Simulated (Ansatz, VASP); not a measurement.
One calculation of WS2, two programs

```xyz
3
Lattice="1.3047 0.7533 5.3172 -1.3047 0.7533 5.3172 0.0000 -1.5066 5.3172" Properties=species:S:1:pos:R:3 pbc="T T T"
W     0.0000    0.0000   15.9410
S     0.0000    0.0000    9.3459
S     0.0000    0.0000   11.9012
```

Change from the starting cell: volume scaled by 0.55, PAW files.

Alike in both runs: task electric field gradients; functional LDA; k mesh 10 × 10 × 10; occupations fermi-dirac, width 0.03 eV; no spin polarisation.

```csv
,VASP,Ansatz
version,VASP 6.6.1,Ansatz 0.2.0
potentials or method,"VASP PAW LDA potentials, release 64 (W_sv, S)","PAW with Ansatz's default frozen-core files, scalar-relativistic"
plane-wave cutoff (eV),520,420
valence electrons in the cell,26,26
```

Ansatz gave:

| Property | Result |
| --- | --- |
| pressure (GPa) | 301.5 |
| traceless stress, the component that is largest in VASP (GPa) | 9.26 |
| rms of the force components (eV/Å) | 10.783 |
| size of Vzz on the site where it differs most (V/Å²) | 280.5 |

Question: Which values does VASP return?

Answer: Pressure (GPa): 302.7; traceless stress, the component that is largest in VASP (GPa): 7.83; rms of the force components (eV/Å): 10.775; size of Vzz on the site where it differs most (V/Å²): 257.1.

LDA's correlation is that of Perdew and Zunger in VASP and of Perdew and Wang (1992) in Ansatz. Atom by atom the forces differ by 0.008 eV/Å (rms over components). Both programs put the cell under a high pressure, so it lies far from rest at this level.

Neither program's run includes spin-orbit coupling. Noted on VASP's run: the cell as given lies far from equilibrium.
